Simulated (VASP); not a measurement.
Wanted: the native input for a VASP 6.6.1 run.

```
Task                   : single point
Functional             : PBE
Potentials or basis    : VASP PAW PBE potentials, release 64 (Au)
Cutoff                 : 520 eV
k mesh                 : 10 × 10 × 10
Occupations            : gaussian, width 0.028 eV
Spin                   : no spin polarisation
Dipole correction      : no
Further INCAR settings : ALGO = Normal; EDIFF = 1e-07; NBANDS = 12
```

The structure of Au lies in POSCAR:

```
Au
1.0
    2.7484100000      0.0000000000      0.0000000000
    0.0000000000      2.7484100000      0.0000000000
    0.0000000000      0.0000000000      2.7484100000
Au
1
Direct
    0.5000000000      0.5000000000      0.5000000000
```

The input as run:

INCAR

```
SYSTEM = Au
PREC = Accurate ; ENCUT = 520
EDIFF = 1E-7 ; ISMEAR = 0
SIGMA = 0.028000000000000004 ; LREAL = .FALSE.
LASPH = .TRUE. ; NELM = 60
ALGO = Normal ; ISIF = 2
LWAVE = .FALSE. ; LCHARG = .TRUE.
GGA = PE ; LELF = .TRUE.
LVHAR = .TRUE. ; NBANDS = 12
```

KPOINTS

```
regular mesh
0
G
  10 10 10
  0 0 0
```

Potentials or basis: VASP PAW PBE potentials, release 64 (Au).

Command:

```bash
$ cat potpaw_PBE.64/Au/POTCAR > POTCAR
$ mpirun -np 1 vasp_std > vasp.out
```

Results of the run:

The pressure is 0.1 GPa.

Run time: 13 s on 1 thread of Intel(R) Xeon(R) Platinum 8488C (Sapphire Rapids), with other jobs on the host, peak memory 0.13 GiB.
